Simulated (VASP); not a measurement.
C, 2 atoms in the cell. The structure is orthorhombic, space group Imma (No. 74). Conventional cell: a = 2.412 Å, b = 2.632 Å, c = 3.567 Å, α = 90.00°, β = 90.00°, γ = 90.00°. Within 2.0 Å of C (site symmetry mm2) lie 4 C at 1.50 to 1.59 Å.  This cell differs from its parent crystal: strain +0.0875 x Voigt [0, 0, 0, 1, 0, 0].

- Program: VASP 6.6.1
- Task: single point
- Functional: r2SCAN
- Potentials or basis: VASP PAW PBE potentials, release 64 (C_h)
- Cutoff: 1430 eV
- k mesh: 12 × 12 × 12
- Occupations: gaussian, width 0.05 eV
- Spin: no spin polarisation
- Dipole correction: no
- Further INCAR settings: ALGO = Normal; EDIFF = 1e-06; NBANDS = 11

Potentials or basis: VASP PAW PBE potentials, release 64 (C_h).

Command:

```sh
$ cat potpaw_PBE.64/C_h/POTCAR > POTCAR
$ cp INCAR.step1 INCAR
$ mpirun -np 1 vasp_std > vasp.out
$ cp INCAR.step2 INCAR
$ mpirun -np 1 vasp_std > vasp.out
```

Hardware: 1 thread of Intel(R) Xeon(R) Platinum 8259CL CPU @ 2.50GHz (Skylake/Cascade Lake), on a shared host.

Question: Estimate the wall time of this run.

Answer: It took 4.1 min on 1 thread of Intel(R) Xeon(R) Platinum 8259CL CPU @ 2.50GHz (Skylake/Cascade Lake), with other jobs on the host, peak memory 0.26 GiB. Counts: k points 280.
